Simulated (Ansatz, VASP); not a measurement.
# Ge: VASP beside Ansatz

The input INCAR:

```
SYSTEM = Ge
  ALGO = Normal
  EDIFF = 1E-6
  ENCUT = 520
  GGA = PE
  ISIF = 2
  ISMEAR = 0
  LASPH = .True.
  LCHARG = .False.
  LREAL = .False.
  LWAVE = .False.
  NBANDS = 21
  NELM = 80
  PREC = Accurate
  SIGMA = 0.1
```

Contents of KPOINTS:

```
k-points
0
Gamma
  10 10 10
  0 0 0
```

POSCAR

```
Ge
1.0
    0.0000000000      2.8859759802      2.8859759802
    2.8859759802      0.0000000000      2.8859759802
    2.8859759802      2.8859759802      0.0000000000
Ge
2
Direct
    0.5000000000      0.5000000000      0.5000000000
    0.7500000000      0.7500000000      0.7500000000
```

Input for Ansatz:

```yaml
crystal:
  lattice:
    - [0.0, 2.8859759802, 2.8859759802]
    - [2.8859759802, 0.0, 2.8859759802]
    - [2.8859759802, 2.8859759802, 0.0]
  atoms:
    - { symbol: Ge, position: [0.5, 0.5, 0.5] }
    - { symbol: Ge, position: [0.75, 0.75, 0.75] }
hamiltonian:
  xc: pbe
  pseudopotentials:
    kind: paw
    azcp:
      Ge: "pseudopotentials/Ge.paw.azcp"
basis:
  ecutwfc: 420
  fft_grid_basis: typed
kpoints:
  mp_grid: { grid: [10, 10, 10], shift: [0, 0, 0] }
magnetization:
  spin_polarized: false
scf:
  occupations: { method: gaussian, width: 0.1 }
  lower_state_search: "off"
output:
  stress: true
```

Alike in both runs: task single point; functional PBE; k mesh 10 × 10 × 10; occupations gaussian, width 0.1 eV; no spin polarisation.

```csv
,VASP,Ansatz
version,VASP 6.6.1,Ansatz 0.2.0
potentials or method,"VASP PAW PBE potentials, release 64 (Ge_d), cutoff 520 eV","plane waves (420 eV) with PAW, scalar-relativistic"
valence electrons in the cell,28,28
```

Ansatz gave:

```
pressure (GPa) : -0.3
```

Task: Estimate VASP's values.

Result: Pressure (GPa): -0.4.
